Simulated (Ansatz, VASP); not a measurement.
Two plane-wave programs on CrMo3

The input INCAR:

```
SYSTEM = CrMo3
ALGO     = Fast           ! electronic algorithm
EDIFF    = 1E-6           ! SCF threshold, eV
ENCUT    = 520            ! plane-wave cutoff, eV
GGA      = PS             ! functional
ISIF     = 2              ! what is computed and relaxed
ISMEAR   = 0              ! smearing method
LASPH    = .True.         ! aspherical terms in the spheres
LCHARG   = .False.        ! write CHGCAR
LREAL    = .False.        ! projectors in reciprocal space
LWAVE    = .False.        ! write WAVECAR
NBANDS   = 35             ! bands
NELM     = 100            ! most SCF steps
PREC     = Accurate       ! precision mode
SIGMA    = 0.1            ! smearing width, eV
```

KPOINTS

```
k-points
0
Gamma
  12 12 12
  0 0 0
```

POSCAR

```
CrMo3
1.0
    3.8784800205      0.0000000000      0.0000000000
    0.0000000000      3.8784800205      0.0000000000
    0.0000000000      0.0000000000      3.8784800205
Mo Cr
3 1
Direct
    0.0000000000      0.5000000000      0.5000000000
    0.5000000000      0.0000000000      0.5000000000
    0.5000000000      0.5000000000      0.0000000000
    0.0000000000      0.0000000000      0.0000000000
```

Input for Ansatz:

```yaml
crystal:
  lattice:
    - [3.8784800205, 0.0, 0.0]
    - [0.0, 3.8784800205, 0.0]
    - [0.0, 0.0, 3.8784800205]
  atoms:
    - { symbol: Mo, position: [0.0, 0.5, 0.5] }
    - { symbol: Mo, position: [0.5, 0.0, 0.5] }
    - { symbol: Mo, position: [0.5, 0.5, 0.0] }
    - { symbol: Cr, position: [0.0, 0.0, 0.0] }
basis:
  ecutwfc: 420
kpoints:
  mp_grid: { grid: [12, 12, 12] }
hamiltonian:
  xc: pbesol
scf:
  occupations: { method: gaussian, width: 0.1 }
  lower_state_search: "off"
output:
  forces: true
  stress: true
  eigenvalues: true
  write_density: true
  write_potential: true
  elf: true
  volumetric_format: npy
```

Alike in both runs: task single point; functional PBEsol; k mesh 12 × 12 × 12; occupations gaussian, width 0.1 eV; no spin polarisation.

|  | VASP | Ansatz |
| --- | --- | --- |
| version | VASP 6.6.1 | Ansatz 0.2.0 |
| potentials or method | VASP PAW PBE potentials, release 64 (Mo_sv, Cr_pv), cutoff 520 eV | scalar-relativistic, plane waves, PAW |
| valence electrons in the cell | 54 | 56 |

```tsv
	VASP	Ansatz	Ansatz less VASP
gap on the k mesh at the Fermi level (eV)	none	none	-
pressure (GPa)	0.3	0.0	-0.33
```

VASP's potentials were made for PBE, not for PBEsol. A gap of «none» marks a metal or a gap that the smearing closes. VASP's potentials hold 54 valence electrons a cell and Ansatz's 56, so a difference there can come from the potentials and not from the codes.
